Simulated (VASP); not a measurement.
Input of a VASP 6.6.1 run:

INCAR

```
SYSTEM = Cs
PREC = Accurate
ENCUT = 520
EDIFF = 1E-8
ISMEAR = -1
SIGMA = 0.05
LREAL = .FALSE.
LASPH = .TRUE.
NELM = 100
ALGO = Normal
ISIF = 2
LWAVE = .FALSE.
LCHARG = .FALSE.
GGA = PE
LEFG = .TRUE.
NBANDS = 10
```

File KPOINTS:

```
Automatic mesh
0
G
  9 9 9
  0 0 0
```

Contents of POSCAR:

```
Cs
1.0
   -3.0829500000      3.0225000000      3.0225000000
    3.0225000000     -3.0829500000      3.0225000000
    3.0225000000      3.0225000000     -3.0829500000
Cs
1
Direct
    0.0000000000      0.0000000000      0.0000000000
```

Potentials or basis: VASP PAW PBE potentials, release 64 (Cs_sv).

Command:

```bash
$ cat potpaw_PBE.64/Cs_sv/POTCAR > POTCAR
$ mpirun -np 1 vasp_std > vasp.out
```

Estimate the band gap on the k mesh.

zero (an odd number of electrons rules out a gap without spin polarisation).

Predict the pressure.

0.1 GPa.

Electric field gradients, principal values (V/Å²):
| atom | least | middle | greatest (by size) |
| --- | --- | --- | --- |
| 1 Cs | -1.090 | -1.090 | 2.180 |

Caveat: the cell differs from its parent crystal (equal xy, yz and zx shear strains of -2 %); without QUAD_EFG the Cq values of the log hold for a quadrupole moment of 1 mb, not for the nuclei; spin-orbit coupling is left out, which moves the levels of the heavy elements.
